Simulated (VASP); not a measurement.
Here is a VASP 6.6.1 calculation.

INCAR

```
SYSTEM = TiSi2
PREC = Accurate
ENCUT = 520
EDIFF = 1E-6
ISMEAR = -1
SIGMA = 0.05
LREAL = .False.
LASPH = .True.
NELM = 100
ALGO = Normal
ISIF = 2
LWAVE = .False.
LCHARG = .False.
NBANDS = 17
```

The input KPOINTS:

```
Automatic mesh
0
Gamma
  12 12 12
  0 0 0
```

File POSCAR:

```
TiSi2
1.0
   -1.4529658841      1.6889902715      4.1551559811
    1.4529658841     -1.6889902715      4.1551559811
    1.4529658841      1.6889902715     -4.1551559811
Ti Si
1 2
Direct
    0.0000000000      0.0000000000      0.0000000000
    0.6700780000      0.6700780000      0.0000000000
    0.3299220000      0.3299220000      0.0000000000
```

Potentials or basis: VASP PAW LDA potentials, release 64 (Ti_sv, Si).

The run is started by

```console
$ cat potpaw_LDA.64/Ti_sv/POTCAR potpaw_LDA.64/Si/POTCAR > POTCAR
$ mpirun -np 1 vasp_std > vasp.out
```

Q: Predict the largest force.

A: 0.082 eV/Å.

Q: What does it give for the pressure?

A: -0.8 GPa.

Q: Estimate the band gap on the k mesh.

A: Zero (band 10 reaches 11.76 eV, above the bottom of band 11 at 9.37 eV).

Stress tensor (GPa, compression positive):
```
-0.37  0.00  0.00
 0.00 -0.67  0.00
 0.00  0.00 -1.24
```
